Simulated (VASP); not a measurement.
# BaZrO3 (Pm-3m) in VASP: single point with PBE

Aim: the single point of BaZrO3 with PBE.

Everything below comes from runs of VASP 6.6.1. Logs are shortened: lines on timing, memory, paths and dates and some standing lists are left out, and cuts for length are marked.

## 1. The cell of the first run

Symmetry: Pm-3m, No. 221, cubic system. The conventional cell has a = 4.227 Å, b = 4.227 Å, c = 4.227 Å, α = 90.00°, β = 90.00°, γ = 90.00°. Within 3.9 Å of Ba (site symmetry m-3m) lie 12 O at 2.99 Å and 8 Zr at 3.66 Å. Zr (site symmetry m-3m) has 6 O at 2.11 Å within 2.8 Å. Within 2.8 Å of O (site symmetry 4/mmm) lie 2 Zr at 2.11 Å.

## 2. Single point, PBE

INCAR reads:

```
SYSTEM = BaZrO3
PREC     = Accurate       ! precision mode
ENCUT    = 600            ! plane-wave cutoff, eV
EDIFF    = 1E-6           ! SCF threshold, eV
ISMEAR   = 0              ! smearing method
SIGMA    = 0.02           ! smearing width, eV
LREAL    = .False.        ! projectors in reciprocal space
LASPH    = .True.         ! aspherical terms in the spheres
NELM     = 120            ! most SCF steps
ALGO     = Normal         ! electronic algorithm
ISIF     = 2              ! what is computed and relaxed
LWAVE    = .False.        ! write WAVECAR
LCHARG   = .True.         ! write CHGCAR
GGA      = PE             ! functional
LELF     = .True.         ! ELF
LVHAR    = .True.       
NBANDS   = 28             ! bands
GGA_COMPAT= .False.
```

KPOINTS reads:

```
Automatic mesh
0
Gamma
  6 6 6
  0 0 0
```

POSCAR reads:

```
BaZrO3
1.0
    4.2271460921      0.0000000000      0.0000000000
    0.0000000000      4.2271460921      0.0000000000
    0.0000000000      0.0000000000      4.2271460921
Ba Zr O
1 1 3
Direct
    0.0000000000      0.0000000000      0.0000000000
    0.5000000000      0.5000000000      0.5000000000
    0.0000000000      0.5000000000      0.5000000000
    0.5000000000      0.0000000000      0.5000000000
    0.5000000000      0.5000000000      0.0000000000
```

Potentials or basis: VASP PAW PBE potentials, release 64 (Ba_sv, Zr_sv, O).

Launch:

```console
cat potpaw_PBE.64/Ba_sv/POTCAR potpaw_PBE.64/Zr_sv/POTCAR potpaw_PBE.64/O/POTCAR > POTCAR
mpirun -np 1 vasp_std > vasp.out
```

OUTCAR:

```text
SYSTEM = BaZrO3
   PREC = Accurate
   ENCUT = 600
   EDIFF = 1E-6
   ISMEAR = 0
   LREAL = .False.
   LASPH = .True.
   NELM = 120
   ISIF = 2
   GGA = PE

 ion  position               nearest neighbor table
   1  0.000  0.000  0.000-   3 2.99   4 2.99   5 2.99   3 2.99   4 2.99   3 2.99   5 2.99   3 2.99
                             4 2.99   5 2.99   4 2.99   5 2.99   2 3.66   2 3.66   2 3.66   2 3.66
   2  0.500  0.500  0.500-   3 2.11   4 2.11   5 2.11   5 2.11   4 2.11   3 2.11   1 3.66   1 3.66
                             1 3.66   1 3.66   1 3.66   1 3.66   1 3.66   1 3.66
   3  0.000  0.500  0.500-   2 2.11   2 2.11   1 2.99   1 2.99   1 2.99   1 2.99
   4  0.500  0.000  0.500-   2 2.11   2 2.11   1 2.99   1 2.99   1 2.99   1 2.99
   5  0.500  0.500  0.000-   2 2.11   2 2.11   1 2.99   1 2.99   1 2.99   1 2.99

  LATTYP: Found a simple cubic cell.
 ALAT       =     4.2271460921

  Lattice vectors:

 A1 = (   4.2271460921,   0.0000000000,   0.0000000000)
 A2 = (   0.0000000000,   4.2271460921,   0.0000000000)
 A3 = (   0.0000000000,   0.0000000000,   4.2271460921)

Analysis of symmetry for initial positions (statically):
=====================================================================
 Subroutine PRICEL returns:
 Original cell was already a primitive cell.

 Routine SETGRP: Setting up the symmetry group for a
 simple cubic supercell.

 Subroutine GETGRP returns: Found 48 space group operations
 (whereof 48 operations were pure point group operations)
 out of a pool of 48 trial point group operations.

The static configuration has the point symmetry O_h .

Analysis of symmetry for dynamics (positions and initial velocities):
=====================================================================
 Subroutine PRICEL returns:
 Original cell was already a primitive cell.

 Routine SETGRP: Setting up the symmetry group for a
 simple cubic supercell.

 Subroutine GETGRP returns: Found 48 space group operations
 (whereof 48 operations were pure point group operations)
 out of a pool of 48 trial point group operations.

The dynamic configuration has the point symmetry O_h .

 Subroutine INISYM returns: Found 48 space group operations
 (whereof 48 operations are pure point group operations),
 and found     1 'primitive' translations

----------------------------------------------------------------------------------------

                                     Primitive cell

  volume of cell :      75.5339

  direct lattice vectors                    reciprocal lattice vectors
     4.227146092  0.000000000  0.000000000     0.236566227  0.000000000  0.000000000
     0.000000000  4.227146092  0.000000000     0.000000000  0.236566227  0.000000000
     0.000000000  0.000000000  4.227146092     0.000000000  0.000000000  0.236566227

  length of vectors
     4.227146092  4.227146092  4.227146092     0.236566227  0.236566227  0.236566227

  position of ions in fractional coordinates (direct lattice)
     0.000000000  0.000000000  0.000000000
     0.500000000  0.500000000  0.500000000
     0.000000000  0.500000000  0.500000000
     0.500000000  0.000000000  0.500000000
     0.500000000  0.500000000  0.000000000

  ion indices of the primitive-cell ions
   primitive index   ion index
                 1           1
                 2           2
                 3           3
                 4           4
                 5           5

----------------------------------------------------------------------------------------

 KPOINTS: Automatic mesh

Automatic generation of k-mesh.
 Grid dimensions read from file:
 generate k-points for:    6    6    6

 Generating k-lattice:

  Cartesian coordinates                     Fractional coordinates (reciprocal lattice)
     0.039427704  0.000000000  0.000000000     0.166666667  0.000000000  0.000000000
     0.000000000  0.039427704  0.000000000     0.000000000  0.166666667  0.000000000
     0.000000000  0.000000000  0.039427704     0.000000000  0.000000000  0.166666667

  Length of vectors
     0.039427704  0.039427704  0.039427704

  Shift w.r.t. Gamma in fractional coordinates (k-lattice)
     0.000000000  0.000000000  0.000000000

 Subroutine IBZKPT returns following result:
 ===========================================

 Found     20 irreducible k-points:

 Following reciprocal coordinates:
            Coordinates               Weight
  0.000000  0.000000  0.000000      1.000000
  0.166667  0.000000  0.000000      6.000000
  0.333333  0.000000  0.000000      6.000000
  0.500000  0.000000  0.000000      3.000000
  0.166667  0.166667  0.000000     12.000000
  0.333333  0.166667  0.000000     24.000000
[... 12 lines left out ...]
  0.500000  0.500000  0.333333      6.000000
  0.500000  0.500000  0.500000      1.000000
   k-points           NKPTS =     20   k-points in BZ     NKDIM =     20   number of bands    NBANDS=     28
   number of dos      NEDOS =    301   number of ions     NIONS =      5
   total plane-waves  NPLWV =  46656
   dimension x,y,z NGX =    36 NGY =   36 NGZ =   36
   dimension x,y,z NGXF=    72 NGYF=   72 NGZF=   72
   ions per type =               1   1   3
   NGX,Y,Z   is equivalent  to a cutoff of  14.16, 14.16, 14.16 a.u.
   NGXF,Y,Z  is equivalent  to a cutoff of  28.32, 28.32, 28.32 a.u.
 SYSTEM =  BaZrO3
   PREC   = accura    normal or accurate (medium, high low for compatibility)
   ISTART =      0    job   : 0-new  1-cont  2-samecut
   ICHARG =      2    charge: 1-file 2-atom 10-const
   ISPIN  =      1    spin polarized calculation?
   LNONCOLLINEAR =      F non collinear calculations
   LSORBIT =      F    spin-orbit coupling
   LASPH  =      T    aspherical Exc in radial PAW
   ENCUT  =  600.0 eV  44.10 Ry    6.64 a.u.   8.44  8.44  8.44*2*pi/ulx,y,z
   NELM   =    120;   NELMIN=  2; NELMDL= -5     # of ELM steps
   EDIFF  = 0.1E-05   stopping-criterion for ELM
   LREAL  =      F    real-space projection
   EDIFFG = 0.1E-04   stopping-criterion for IOM
   NSW    =      0    number of steps for IOM
   IBRION =     -1    ionic relax: 0-MD 1-quasi-New 2-CG
   NFREE  =      0    steps in history (QN), initial steepest desc. (CG)
   ISIF   =      2    stress and relaxation
   ISYM   =      2    0-nonsym 1-usesym 2-fastsym
   POTIM  = 0.5000    time-step for ionic-motion
   TEBEG  =    0.0;   TEEND  =   0.0 temperature during run
   PSTRESS=    0.0 pullay stress
   NELECT =      40.0000    total number of electrons
   NUPDOWN=      -1.0000    fix difference up-down
   EMIN   =  10.00;   EMAX   =-10.00  energy-range for DOS
   EFERMI =   0.00;   METHOD = LEGACY
   ISMEAR =     0;   SIGMA  =   0.02  broadening in eV -4-tet -1-fermi 0-gaus
   EFERMI_NEDOS =   21; number of points for ismear=-14 and -15
   IALGO  =     38    algorithm
   IMIX   =      4    mixing-type and parameters
     AMIX     =   0.40;   BMIX     =  1.00
     AMIX_MAG =   1.60;   BMIX_MAG =  1.00
  volume/ion in A,a.u.               =      15.11       101.95
  Fermi-wavevector in a.u.,A,eV,Ry     =   1.324487  2.502917 23.868221  1.754265
  Thomas-Fermi vector in A             =   2.454018
   LORBIT       =      0    0 simple, 1 ext, 2 COOP (PROOUT), +10 PAW based schemes
   GGA     = PE    functional components
   LHFCALC =     F    Hartree Fock is set to
   AEXX    =    0.0000 exact exchange contribution
   IVDW    =     0    specifies the selected vdW correction
   LEPSILON=     F    determine dielectric tensor
   LRPA    =     F    only Hartree local field effects (RPA)
 non-spin polarized calculation
 Gauss-broadening in eV      SIGMA  =   0.02
  energy-cutoff  :      600.00
  volume of cell :       75.53
 maximum number of plane-waves:      2560
 NGX is ok and might be reduce to    36
   NGX = 17   NGY = 17   NGZ = 17

 number of electron      40.0000022 magnetization

 Free energy of the ion-electron system (eV)
  ---------------------------------------------------
  ext. energy  EPLUGINS =         0.00000000
  ---------------------------------------------------
  free energy    TOTEN  =       -41.73099809 eV

  energy without entropy =      -41.73099809  energy(sigma->0) =      -41.73099809

 E-fermi :   3.7990     XC(G=0): -10.6426

 val. band max:        3.6076720181   @ k =   0.5000   0.5000   0.5000
 cond. band min:       6.7409736953   @ k =   0.0000   0.0000   0.0000
 fundamental gap:      3.1333016772
 Fermi energy:         3.7989546479

 k-point     1 :       0.0000    0.0000    0.0000
  band No.  band energies     occupation
      1     -43.5711      2.00000
      2     -21.7864      2.00000
      3     -21.6985      2.00000
      4     -21.6985      2.00000
      5     -21.6985      2.00000
      6     -12.7190      2.00000
[... 20 lines left out ...]
     27      10.7877      0.00000
     28      10.7877      0.00000

 k-point     2 :       0.1667    0.0000    0.0000
  band No.  band energies     occupation
      1     -43.5704      2.00000
      2     -21.8699      2.00000
      3     -21.6970      2.00000
      4     -21.6970      2.00000
      5     -21.6580      2.00000
      6     -12.7187      2.00000
[... 20 lines left out ...]
     27      10.7882      0.00000
     28      11.6193      0.00000

 k-point     3 :       0.3333    0.0000    0.0000
  band No.  band energies     occupation
      1     -43.5689      2.00000
      2     -21.9932      2.00000
      3     -21.6940      2.00000
      4     -21.6940      2.00000
      5     -21.6164      2.00000
      6     -12.8075      2.00000
[... 20 lines left out ...]
     27      11.0944      0.00000
     28      11.1902      0.00000

 k-point     4 :       0.5000    0.0000    0.0000
  band No.  band energies     occupation
      1     -43.5682      2.00000
      2     -22.0485      2.00000
      3     -21.6926      2.00000
      4     -21.6926      2.00000
      5     -21.6001      2.00000
      6     -12.8603      2.00000
[... 454 lines left out ...]
     27      11.7152      0.00000
     28      12.3855      0.00000

 k-point    19 :       0.5000    0.5000    0.3333
  band No.  band energies     occupation
      1     -43.5633      2.00000
      2     -21.9065      2.00000
      3     -21.9065      2.00000
      4     -21.8521      2.00000
      5     -21.6805      2.00000
      6     -11.8366      2.00000
[... 20 lines left out ...]
     27      11.9697      0.00000
     28      12.7009      0.00000

 k-point    20 :       0.5000    0.5000    0.5000
  band No.  band energies     occupation
      1     -43.5626      2.00000
      2     -21.9045      2.00000
      3     -21.9045      2.00000
      4     -21.9045      2.00000
      5     -21.6724      2.00000
      6     -11.5780      2.00000
[... 20 lines left out ...]
     27      12.5850      0.00000
     28      12.5850      0.00000

------------------------ aborting loop because EDIFF is reached ----------------------------------------

  FORCE on cell =-STRESS in cart. coord.  units (eV):
  Direction    XX          YY          ZZ          XY          YZ          ZX
  --------------------------------------------------------------------------------------
  -------------------------------------------------------------------------------------
  Total        0.3745561      0.3745561      0.3745561     -0.0000000      0.0000000     -0.0000000
  in kB        7.9448491      7.9448491      7.9448491     -0.0000000      0.0000000     -0.0000000
  external PRESSURE =       7.9448491 kB  Pullay stress =       0.0000000 kB

 VOLUME and BASIS-vectors are now :
 -----------------------------------------------------------------------------
  energy-cutoff  :      600.00
  volume of cell :       75.53
      direct lattice vectors                 reciprocal lattice vectors
     4.227146092  0.000000000  0.000000000     0.236566227  0.000000000  0.000000000
     0.000000000  4.227146092  0.000000000     0.000000000  0.236566227  0.000000000
     0.000000000  0.000000000  4.227146092     0.000000000  0.000000000  0.236566227

 POSITION                                       TOTAL-FORCE (eV/Angst)
 -----------------------------------------------------------------------------------
      0.00000      0.00000      0.00000         0.000000      0.000000      0.000000
      2.11357      2.11357      2.11357         0.000000      0.000000      0.000000
      0.00000      2.11357      2.11357         0.000000      0.000000      0.000000
      2.11357      0.00000      2.11357         0.000000      0.000000      0.000000
      2.11357      2.11357      0.00000         0.000000      0.000000      0.000000
 -----------------------------------------------------------------------------------
    total drift:                                0.000000      0.000000      0.000000

  FREE ENERGIE OF THE ION-ELECTRON SYSTEM (eV)
  ---------------------------------------------------
  free  energy   TOTEN  =       -41.7309980921 eV

  energy  without entropy=      -41.7309980921  energy(sigma->0) =      -41.73099809
```

Wall time 1.7 min (1 thread of AMD EPYC 7R13, shared host); peak memory 0.2 GiB.

Results:

- Free energy: -41.7310 eV
- Pressure: 0.8 GPa
- Band gap on the k mesh: 3.13 eV (least direct gap 3.38 eV)

Caveat: spin-orbit coupling is left out, which moves the levels of the heavy elements.
